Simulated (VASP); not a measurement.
A run of VASP 6.6.1 is set up as follows.

Contents of INCAR:

```
SYSTEM = TiO2
ALGO = Normal ; EDIFF = 1E-6
ENCUT = 520 ; GGA = PE
ISIF = 2 ; ISMEAR = -1
LASPH = .TRUE. ; LCHARG = .TRUE.
LELF = .TRUE. ; LREAL = .FALSE.
LVHAR = .TRUE. ; LWAVE = .FALSE.
NBANDS = 33 ; NELM = 60
PREC = Accurate ; SIGMA = 0.02
```

Contents of KPOINTS:

```
k-points
0
G
  10 10 10
  0 0 0
```

The input POSCAR:

```
TiO2
1.0
   -1.8322318463      1.8322318463      4.6479640318
    1.8322318463     -1.8322318463      4.6479640318
    1.8322318463      1.8322318463     -4.6479640318
Ti O
2 4
Direct
    0.7500000000      0.2500000000      0.5000000000
    0.0000000000      0.0000000000      0.0000000000
    0.5394695301      0.0394695301      0.5000000000
    0.7894695301      0.7894695301      0.0000000000
    0.2105304699      0.2105304699      0.0000000000
    0.9605304699      0.4605304699      0.5000000000
```

Potentials or basis: VASP PAW PBE potentials, release 64 (Ti_sv, O).

The run is started by

```console
$ cat potpaw_PBE.64/Ti_sv/POTCAR potpaw_PBE.64/O/POTCAR > POTCAR
$ mpirun -np 1 vasp_std > vasp.out
```

Problem. Estimate the pressure.

Solution. 28.5 GPa.

Problem. Predict the largest force.

Solution. 0.111 eV/Å.

Forces in eV/Å, atoms in the order of the input:
```
Ti   0.000  0.000  0.000
Ti   0.000  0.000  0.000
O    0.000  0.000 -0.111
O    0.000  0.000 -0.111
O    0.000  0.000  0.111
O    0.000  0.000  0.111
```

Caveat: the cell differs from its parent crystal (strain -3.0%); the stress differs along the axes, from 24 to 31 GPa.
